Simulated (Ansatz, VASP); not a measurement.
This is a calculation of KCl for Ansatz 0.2.0.

Contents of input.yaml:

```yaml
crystal:
  lattice:
    - [3.7873086124, 0.0, 0.0]
    - [0.0, 3.7873086124, 0.0]
    - [0.0, 0.0, 3.7873086124]
  atoms:
    - { symbol: K, position: [0.0, 0.0, 0.0] }
    - { symbol: Cl, position: [0.5, 0.5, 0.5] }
hamiltonian:
  xc: r2scan
  pseudopotentials: { kind: paw }
kpoints:
  mp_grid: { grid: [7, 7, 7] }
scf:
  occupations: { method: fermi_dirac, width: 0.05 }
output:
  forces: true
  stress: true
  eigenvalues: true
```

Potentials or basis: Ansatz PAW.

Command:

```sh
$ ansatz run input.yaml --threads 2 --pin off --max-ram 5632MiB --backend cpu --events-out ev --progress --plain --runs-dir out
```

Q: Translate it to VASP 6.6.1. Potentials there: VASP PAW PBE potentials, release 64 (K_sv, Cl).

A: As run (the cutoff follows the program's own potentials):

POSCAR

```
KCl
1.0
    3.7873086124      0.0000000000      0.0000000000
    0.0000000000      3.7873086124      0.0000000000
    0.0000000000      0.0000000000      3.7873086124
K Cl
1 1
Direct
    0.0000000000      0.0000000000      0.0000000000
    0.5000000000      0.5000000000      0.5000000000
```

File INCAR.step1:

```
SYSTEM = KCl
ALGO = Normal
EDIFF = 1E-4
ENCUT = 520
GGA = PE
ISMEAR = -1
LASPH = .TRUE.
LCHARG = .FALSE.
LREAL = .FALSE.
LWAVE = .TRUE.
NBANDS = 15
NELM = 60
PREC = Accurate
SIGMA = 0.05
```

Contents of INCAR.step2:

```
SYSTEM = KCl
ALGO = Normal
EDIFF = 1E-7
ENCUT = 520
ISIF = 2
ISMEAR = -1
ISTART = 1
LASPH = .TRUE.
LCHARG = .FALSE.
LMIXTAU = .TRUE.
LREAL = .FALSE.
LWAVE = .FALSE.
METAGGA = R2SCAN
NBANDS = 15
NELM = 60
PREC = Accurate
SIGMA = 0.05
```

KPOINTS

```
k-points
0
G
  7 7 7
  0 0 0
```

Potentials or basis: VASP PAW PBE potentials, release 64 (K_sv, Cl).

Run with:

```bash
$ cat potpaw_PBE.64/K_sv/POTCAR potpaw_PBE.64/Cl/POTCAR > POTCAR
$ cp INCAR.step1 INCAR
$ mpirun -np 1 vasp_std > vasp.out
$ cp INCAR.step2 INCAR
$ mpirun -np 1 vasp_std > vasp.out
```

Both were run:

|  | VASP | Ansatz | Ansatz less VASP |
| --- | --- | --- | --- |
| gap on the k mesh at the Fermi level (eV) | 5.77 | 5.76 | -0.006 |
| least direct gap on the mesh (eV) | 5.96 | 5.95 | -0.007 |
| pressure (GPa) | -0.3 | -0.3 | +0.05 |

VASP's potentials were made for PBE, not for r2SCAN.

Noted on Ansatz's run: odd divisions of the mesh miss points on the zone boundary, where band edges often lie, so the gap on the mesh can be too wide.
